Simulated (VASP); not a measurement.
Wanted: the native input for a VASP 6.6.1 run.

| Quantity | Value |
| --- | --- |
| Task | single point |
| Functional | r2SCAN |
| Dispersion | D4 |
| Potentials or basis | VASP PAW PBE potentials, release 64 (Li_sv, F) |
| Cutoff | 520 eV |
| k mesh | 6 × 6 × 4 |
| Occupations | gaussian, width 0.01 eV |
| Spin | no spin polarisation |
| Dipole correction | no |
| Further INCAR settings | ALGO = Normal; EDIFF = 1e-07; NBANDS = 18 |

LiF:

```
Li F
1.0
     3.07549    0.00000    0.00000
    -1.53774    2.66345    0.00000
     0.00000    0.00000    4.77644
Li F
2 2
Direct
  0.33333 0.66667 0.38235
  0.66667 0.33333 0.88235
  0.33333 0.66667 0.99265
  0.66667 0.33333 0.49265
```

The input as run:

POSCAR

```
LiF
1.0
    3.0754856307      0.0000000000      0.0000000000
   -1.5377428154      2.6634486852      0.0000000000
    0.0000000000      0.0000000000      4.7764447434
Li F
2 2
Direct
    0.3333333333      0.6666666667      0.3823485879
    0.6666666667      0.3333333333      0.8823485879
    0.3333333333      0.6666666667      0.9926494121
    0.6666666667      0.3333333333      0.4926494121
```

INCAR.step1

```
ALGO = Normal
EDIFF = 1E-4
ENCUT = 520
GGA = PE
ISMEAR = 0
LASPH = T
LCHARG = F
LREAL = F
LWAVE = T
NBANDS = 18
NELM = 80
PREC = Accurate
SIGMA = 0.01
```

INCAR.step2

```
ALGO = Normal
EDIFF = 1E-7
ENCUT = 520
ISIF = 2
ISMEAR = 0
ISTART = 1
IVDW = 13
LASPH = T
LCHARG = F
LMIXTAU = T
LREAL = F
LWAVE = F
METAGGA = R2SCAN
NBANDS = 18
NELM = 80
PREC = Accurate
SIGMA = 0.01
VDW_A1 = 0.51559235
VDW_A2 = 5.77342911
VDW_S6 = 1.0
VDW_S8 = 0.6018749
```

KPOINTS

```
k-points
0
Gamma
  6 6 4
```

Potentials or basis: VASP PAW PBE potentials, release 64 (Li_sv, F).

Launch:

```console
$ cat potpaw_PBE.64/Li_sv/POTCAR potpaw_PBE.64/F/POTCAR > POTCAR
$ cp INCAR.step1 INCAR
$ mpirun -np 1 vasp_std > vasp.out
$ cp INCAR.step2 INCAR
$ mpirun -np 1 vasp_std > vasp.out
```

Results of the run:

```yaml
Largest_force: 0.008 eV/Å
Band_gap_on_the_k_mesh: 8.71 eV
Dispersion_energy_per_atom: -0.023 eV
```

Caveat: the PAW data sets were made with another functional, which shifts forces and pressure a little.

Run time: 36 s on 1 thread of Intel(R) Xeon(R) 6975P-C (Granite Rapids), with other jobs on the host, peak memory 0.15 GiB.
